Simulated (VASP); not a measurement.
Write the native input for VASP 6.6.1 that does the following.

* Task: single point
* Functional: HSE06
* Potentials or basis: VASP PAW PBE potentials, release 64 (Sr_sv, Cl)
* Cutoff: 400 eV
* k mesh: 2 × 2 × 2
* Occupations: gaussian, width 0.01 eV
* Spin: no spin polarisation
* Dipole correction: no
* Grid for exact exchange (PRECFOCK): Normal
* Further INCAR settings: ALGO = Normal; EDIFF = 1e-06; NBANDS = 19
* Share of exact exchange: 0.25
* Screening parameter: 0.2079 1/Å

Crystal: SrCl2.

```
CELL_PARAMETERS angstrom
0.00000 3.49765 3.49765
3.49765 0.00000 3.49765
3.49765 3.49765 0.00000
ATOMIC_POSITIONS crystal
Sr 0.00000 0.00000 0.00000
Cl 0.25000 0.25000 0.25000
Cl 0.75000 0.75000 0.75000
```

One way to write it, as run:

POSCAR

```
SrCl2
1.0
    0.0000000000      3.4976509443      3.4976509443
    3.4976509443      0.0000000000      3.4976509443
    3.4976509443      3.4976509443      0.0000000000
Sr Cl
1 2
Direct
    0.0000000000      0.0000000000      0.0000000000
    0.2500000000      0.2500000000      0.2500000000
    0.7500000000      0.7500000000      0.7500000000
```

INCAR.step1

```
PREC = Accurate ; ENCUT = 400
EDIFF = 1E-5 ; ISMEAR = 0
SIGMA = 0.01 ; LREAL = False
LASPH = True ; NELM = 120
ALGO = Normal ; ISIF = 2
LWAVE = True ; LCHARG = False
GGA = PE ; NBANDS = 19
GGA_COMPAT = False
```

INCAR.step2

```
PREC = Accurate ; ENCUT = 400
EDIFF = 1E-6 ; ISMEAR = 0
SIGMA = 0.01 ; LREAL = False
LASPH = True ; NELM = 120
ALGO = Normal ; ISIF = 2
LWAVE = False ; LCHARG = False
GGA = PE ; LHFCALC = True
HFSCREEN = 0.2079 ; PRECFOCK = Normal
ISTART = 1 ; NBANDS = 19
GGA_COMPAT = False
```

KPOINTS

```
regular mesh
0
Gamma
  2 2 2
```

Potentials or basis: VASP PAW PBE potentials, release 64 (Sr_sv, Cl).

Launch:

```console
$ cat potpaw_PBE.64/Sr_sv/POTCAR potpaw_PBE.64/Cl/POTCAR > POTCAR
$ cp INCAR.step1 INCAR
$ mpirun -np 1 vasp_std > vasp.out
$ cp INCAR.step2 INCAR
$ mpirun -np 1 vasp_std > vasp.out
```

It gave:

```yaml
Pressure: 0.2 GPa
Band_gap_on_the_k_mesh: 6.60 eV (least direct gap 6.82 eV)
```

Caveat: the k points lie up to 0.78 Å⁻¹ apart; the PAW data sets were made with another functional, which shifts forces and pressure a little.

Wall time 2.2 min on 1 thread of Intel Xeon 8259CL, with other jobs on the host, peak memory 0.29 GiB.
